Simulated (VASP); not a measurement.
Here is a VASP 6.6.1 calculation.

INCAR

```
SYSTEM = PbW
ALGO     = Normal         ! electronic algorithm
EDIFF    = 1E-6           ! SCF threshold, eV
ENCUT    = 520            ! plane-wave cutoff, eV
GGA      = PE             ! functional
ISIF     = 2              ! what is computed and relaxed
ISMEAR   = 0              ! smearing method
LASPH    = .True.         ! aspherical terms in the spheres
LCHARG   = .False.        ! write CHGCAR
LREAL    = .False.        ! projectors in reciprocal space
LWAVE    = .False.        ! write WAVECAR
NBANDS   = 21             ! bands
NELM     = 100            ! most SCF steps
PREC     = Accurate       ! precision mode
SIGMA    = 0.1            ! smearing width, eV
```

KPOINTS

```
k-points
0
Gamma
  6 6 4
  0 0 0
```

POSCAR

```
PbW
1.0
    3.3592158000      0.0000000000      0.0000000000
   -1.6796079000      2.9091662200      0.0000000000
    0.0000000000      0.0000000000      5.9458762900
Pb W
1 1
Direct
    0.0000000000      0.0000000000      0.0000000000
    0.0000000000      0.0000000000      0.5000000000
```

Potentials or basis: VASP PAW PBE potentials, release 64 (Pb_d, W_sv).

Launch:

```console
$ cat potpaw_PBE.64/Pb_d/POTCAR potpaw_PBE.64/W_sv/POTCAR > POTCAR
$ mpirun -np 1 vasp_std > vasp.out
```

Question: What does it give for the pressure?

Answer: -16.2 GPa.

Question: What does it give for the band gap on the k mesh?

Answer: Zero (bands 14 and 15 overlap by 1.26 eV).

Stress tensor (GPa, compression positive):
```
-16.80   0.00   0.00
  0.00 -16.80   0.00
  0.00   0.00 -15.00
```

Caveat: the cell stands under tension; spin-orbit coupling is left out, which moves the levels of the heavy elements.
